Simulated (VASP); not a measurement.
# GaP (l.bB) (F-43m) in VASP: further runs

Runs on GaP (l.bB). Level: LDA. Tasks: single point.

Everything below comes from runs of VASP 6.6.1. Logs are shortened: lines on timing, memory, paths and dates and some standing lists are left out, and cuts for length are marked.

## 1. The cell of the first run

It takes space group F-43m (No. 216, cubic). The conventional cell has a = 5.391 Å, b = 5.391 Å, c = 5.391 Å, α = 90.00°, β = 90.00°, γ = 90.00°. Within 3.1 Å of Ga (site symmetry -43m) lie 4 P at 2.33 Å. Within 3.1 Å of P (site symmetry -43m) lie 4 Ga at 2.33 Å.

## 2. Single point, LDA

INCAR

```
PREC = Accurate
ENCUT = 500
EDIFF = 1E-6
ISMEAR = 0
SIGMA = 0.02
LREAL = F
LASPH = T
NELM = 120
ALGO = Normal
ISIF = 2
LWAVE = F
LCHARG = F
GGA = CA
NBANDS = 16
GGA_COMPAT = F
```

KPOINTS

```
Automatic mesh
0
Gamma
  10 10 10
```

POSCAR

```
GaP
1.0
    0.0000000000      2.6957342113      2.6957342113
    2.6957342113      0.0000000000      2.6957342113
    2.6957342113      2.6957342113      0.0000000000
Ga P
1 1
Direct
    0.0000000000      0.0000000000      0.0000000000
    0.2500000000      0.2500000000      0.2500000000
```

Potentials or basis: VASP PAW LDA potentials, release 64 (Ga_d, P).

Started as:

```sh
$ cat potpaw_LDA.64/Ga_d/POTCAR potpaw_LDA.64/P/POTCAR > POTCAR
$ mpirun -np 1 vasp_std > vasp.out
```

OUTCAR:

```text
PREC = Accurate
   ENCUT = 500
   EDIFF = 1E-6
   ISMEAR = 0
   LREAL = F
   LASPH = T
   NELM = 120
   ISIF = 2
   GGA = CA

 ion  position               nearest neighbor table
   1  0.000  0.000  0.000-   2 2.33   2 2.33   2 2.33   2 2.33
   2  0.250  0.250  0.250-   1 2.33   1 2.33   1 2.33   1 2.33

  LATTYP: Found a face centered cubic cell.
 ALAT       =     5.3914684226

  Lattice vectors:

 A1 = (   0.0000000000,   2.6957342113,   2.6957342113)
 A2 = (   2.6957342113,   0.0000000000,   2.6957342113)
 A3 = (   2.6957342113,   2.6957342113,   0.0000000000)

Analysis of symmetry for initial positions (statically):
=====================================================================
 Subroutine PRICEL returns:
 Original cell was already a primitive cell.

 Routine SETGRP: Setting up the symmetry group for a
 face centered cubic supercell.

 Subroutine GETGRP returns: Found 24 space group operations
 (whereof 24 operations were pure point group operations)
 out of a pool of 48 trial point group operations.

The static configuration has the point symmetry T_d .

Analysis of symmetry for dynamics (positions and initial velocities):
=====================================================================
 Subroutine PRICEL returns:
 Original cell was already a primitive cell.

 Routine SETGRP: Setting up the symmetry group for a
 face centered cubic supercell.

 Subroutine GETGRP returns: Found 24 space group operations
 (whereof 24 operations were pure point group operations)
 out of a pool of 48 trial point group operations.

The dynamic configuration has the point symmetry T_d .

 Subroutine INISYM returns: Found 24 space group operations
 (whereof 24 operations are pure point group operations),
 and found     1 'primitive' translations

----------------------------------------------------------------------------------------

                                     Primitive cell

  volume of cell :      39.1797

  direct lattice vectors                    reciprocal lattice vectors
     0.000000000  2.695734211  2.695734211    -0.185478226  0.185478226  0.185478226
     2.695734211  0.000000000  2.695734211     0.185478226 -0.185478226  0.185478226
     2.695734211  2.695734211  0.000000000     0.185478226  0.185478226 -0.185478226

  length of vectors
[... 74 lines left out ...]
   ISTART =      0    job   : 0-new  1-cont  2-samecut
   ICHARG =      2    charge: 1-file 2-atom 10-const
   ISPIN  =      1    spin polarized calculation?
   LNONCOLLINEAR =      F non collinear calculations
   LSORBIT =      F    spin-orbit coupling
   LASPH  =      T    aspherical Exc in radial PAW
   ENCUT  =  500.0 eV  36.75 Ry    6.06 a.u.   6.95  6.95  6.95*2*pi/ulx,y,z
   NELM   =    120;   NELMIN=  2; NELMDL= -5     # of ELM steps
   EDIFF  = 0.1E-05   stopping-criterion for ELM
   LREAL  =      F    real-space projection
   EDIFFG = 0.1E-04   stopping-criterion for IOM
   NSW    =      0    number of steps for IOM
   IBRION =     -1    ionic relax: 0-MD 1-quasi-New 2-CG
   NFREE  =      0    steps in history (QN), initial steepest desc. (CG)
   ISIF   =      2    stress and relaxation
   ISYM   =      2    0-nonsym 1-usesym 2-fastsym
   POTIM  = 0.5000    time-step for ionic-motion
   TEBEG  =    0.0;   TEEND  =   0.0 temperature during run
   PSTRESS=    0.0 pullay stress
   NELECT =      18.0000    total number of electrons
   NUPDOWN=      -1.0000    fix difference up-down
   EMIN   =  10.00;   EMAX   =-10.00  energy-range for DOS
   EFERMI =   0.00;   METHOD = LEGACY
   ISMEAR =     0;   SIGMA  =   0.02  broadening in eV -4-tet -1-fermi 0-gaus
   EFERMI_NEDOS =   21; number of points for ismear=-14 and -15
   IALGO  =     38    algorithm
   IMIX   =      4    mixing-type and parameters
     AMIX     =   0.40;   BMIX     =  1.00
     AMIX_MAG =   1.60;   BMIX_MAG =  1.00
  volume/ion in A,a.u.               =      19.59       132.20
  Fermi-wavevector in a.u.,A,eV,Ry     =   1.263219  2.387137 21.711114  1.595722
  Thomas-Fermi vector in A             =   2.396587
   LORBIT       =      0    0 simple, 1 ext, 2 COOP (PROOUT), +10 PAW based schemes
   GGA     = CA    functional components
   LHFCALC =     F    Hartree Fock is set to
   AEXX    =    0.0000 exact exchange contribution
   IVDW    =     0    specifies the selected vdW correction
   LEPSILON=     F    determine dielectric tensor
   LRPA    =     F    only Hartree local field effects (RPA)
 non-spin polarized calculation
 Gauss-broadening in eV      SIGMA  =   0.02
  energy-cutoff  :      500.00
  volume of cell :       39.18
 maximum number of plane-waves:      1010
   NGX = 13   NGY = 13   NGZ = 13

 number of electron      17.9999998 magnetization

 Free energy of the ion-electron system (eV)
  ---------------------------------------------------
  ext. energy  EPLUGINS =         0.00000000
  ---------------------------------------------------
  free energy    TOTEN  =       -10.45298526 eV

  energy without entropy =      -10.45298526  energy(sigma->0) =      -10.45298526

 E-fermi :   4.9843     XC(G=0): -10.3107

 val. band max:        4.8461756904   @ k =   0.0000   0.0000   0.0000
 cond. band min:       6.2472931743   @ k =   0.4000   0.4000   0.0000
 fundamental gap:      1.4011174838
 Fermi energy:         4.9843098984

 k-point     1 :       0.0000    0.0000    0.0000
  band No.  band energies     occupation
      1      -9.9179      2.00000
      2      -9.9179      2.00000
      3      -9.9179      2.00000
      4      -9.8096      2.00000
      5      -9.8096      2.00000
      6      -7.9133      2.00000
[... 433 lines left out ...]
      3      -9.8633      2.00000
      4      -9.8375      2.00000
      5      -9.7915      2.00000
      6      -5.8355      2.00000
[... 8 lines left out ...]
     15      16.7267      0.00000
     16      18.6866      0.00000

 [... further k-points ...]
[... 5 lines left out ...]
  --------------------------------------------------------------------------------------
  -------------------------------------------------------------------------------------
  Total        0.0163622      0.0163622      0.0163622     -0.0000000     -0.0000000     -0.0000000
  in kB        0.6690986      0.6690986      0.6690986     -0.0000000     -0.0000000     -0.0000000
  external PRESSURE =       0.6690986 kB  Pullay stress =       0.0000000 kB

 VOLUME and BASIS-vectors are now :
 -----------------------------------------------------------------------------
  energy-cutoff  :      500.00
  volume of cell :       39.18
      direct lattice vectors                 reciprocal lattice vectors
     0.000000000  2.695734211  2.695734211    -0.185478226  0.185478226  0.185478226
     2.695734211  0.000000000  2.695734211     0.185478226 -0.185478226  0.185478226
     2.695734211  2.695734211  0.000000000     0.185478226  0.185478226 -0.185478226

 POSITION                                       TOTAL-FORCE (eV/Angst)
 -----------------------------------------------------------------------------------
      0.00000      0.00000      0.00000         0.000000      0.000000      0.000000
      1.34787      1.34787      1.34787        -0.000000     -0.000000     -0.000000
 -----------------------------------------------------------------------------------
    total drift:                                0.000000      0.000000      0.000000

  FREE ENERGIE OF THE ION-ELECTRON SYSTEM (eV)
  ---------------------------------------------------
  free  energy   TOTEN  =       -10.4529852567 eV

  energy  without entropy=      -10.4529852567  energy(sigma->0) =      -10.45298526
```

OSZICAR:

```text
N       E                     dE             d eps       ncg     rms          rms(c)
DAV:   1     0.757929480384E+02    0.75793E+02   -0.87173E+03  1576   0.159E+03
DAV:   2    -0.473144987924E+01   -0.80524E+02   -0.76128E+02  1664   0.297E+02
DAV:   3    -0.106877082151E+02   -0.59563E+01   -0.59345E+01  1936   0.639E+01
DAV:   4    -0.107847978938E+02   -0.97090E-01   -0.97073E-01  1808   0.879E+00
DAV:   5    -0.107864185421E+02   -0.16206E-02   -0.16204E-02  1976   0.978E-01    0.449E+00
DAV:   6    -0.105082331104E+02    0.27819E+00   -0.36636E-01  2328   0.106E+01    0.290E+00
DAV:   7    -0.104577216916E+02    0.50511E-01   -0.89142E-02  2088   0.210E+00    0.108E+00
DAV:   8    -0.104530237856E+02    0.46979E-02   -0.11695E-02  1688   0.119E+00    0.211E-01
DAV:   9    -0.104529811324E+02    0.42653E-04   -0.10234E-03  2264   0.408E-01    0.632E-02
DAV:  10    -0.104529793515E+02    0.17809E-05   -0.54942E-05  2232   0.883E-02    0.265E-02
DAV:  11    -0.104529855167E+02   -0.61652E-05   -0.94672E-06  1888   0.446E-02    0.850E-03
DAV:  12    -0.104529852567E+02    0.26003E-06   -0.49551E-07  1352   0.781E-03
   1 F= -.10452985E+02 E0= -.10452985E+02  d E =-.649393E-25
```

stdout:

```text
POSCAR found type information on POSCAR GaP
 POSCAR found :  2 types and       2 ions
 scaLAPACK will be used
 LDA part: xc-table for (Slater(with rela. corr.)+CA(PZ))
 , standard interpolation
 POSCAR, INCAR and KPOINTS ok, starting setup
 FFT: planning ... GRIDC
 FFT: planning ... GRID_SOFT
 FFT: planning ... GRID
 WAVECAR not read
 entering main loop
```

Wall time 17 s (1 thread of Intel Xeon 6975P-C, shared host); peak memory 0.16 GiB.

What came out:

```yaml
Free_energy: -10.4530 eV
Pressure: 0.1 GPa
Band_gap_on_the_k_mesh: 1.40 eV, indirect (least direct gap 1.91 eV)
```

A k mesh can miss the band edges.

## 3. Single point, LDA

INCAR

```
SYSTEM = GaP
PREC = Accurate
ENCUT = 500
EDIFF = 1E-6
ISMEAR = 0
SIGMA = 0.02
LREAL = .FALSE.
LASPH = .TRUE.
NELM = 120
ALGO = Normal
ISIF = 2
LWAVE = .FALSE.
LCHARG = .FALSE.
NBANDS = 16
GGA_COMPAT = .FALSE.
```

KPOINTS

```
Automatic mesh
0
G
  10 10 10
  0 0 0
```

POSCAR is that of step 2.

Potentials or basis: VASP PAW LDA potentials, release 64 (Ga_d, P).

Started as:

```sh
$ cat potpaw_LDA.64/Ga_d/POTCAR potpaw_LDA.64/P/POTCAR > POTCAR
$ mpirun -np 1 vasp_std > vasp.out
```

Run time: 21 s. Hardware: 1 thread of Intel Xeon 6975P-C, shared host; peak memory 0.15 GiB.

The run converged. Its results:

```yaml
Free_energy: -10.4530 eV
Pressure: 0.1 GPa
Band_gap_on_the_k_mesh: 1.40 eV, indirect (least direct gap 1.91 eV)
```

Levels at points of the mesh, in eV from the valence-band top:
| k point | band 6 | band 7 | band 8 | band 9 | band 10 | band 11 | band 12 | band 13 |
| --- | --- | --- | --- | --- | --- | --- | --- | --- |
| (0.00, 0.00, 0.00) | -12.76 | 0.00 | 0.00 | 0.00 | 1.91 | 3.78 | 3.78 | 3.78 |
| (0.50, 0.00, 0.00) | -10.57 | -6.90 | -1.18 | -1.18 | 1.62 | 4.62 | 4.62 | 8.11 |
| (0.50, 0.50, 0.00) | -9.60 | -6.99 | -2.82 | -2.82 | 1.43 | 1.65 | 10.70 | 10.70 |

A k mesh can miss the band edges.
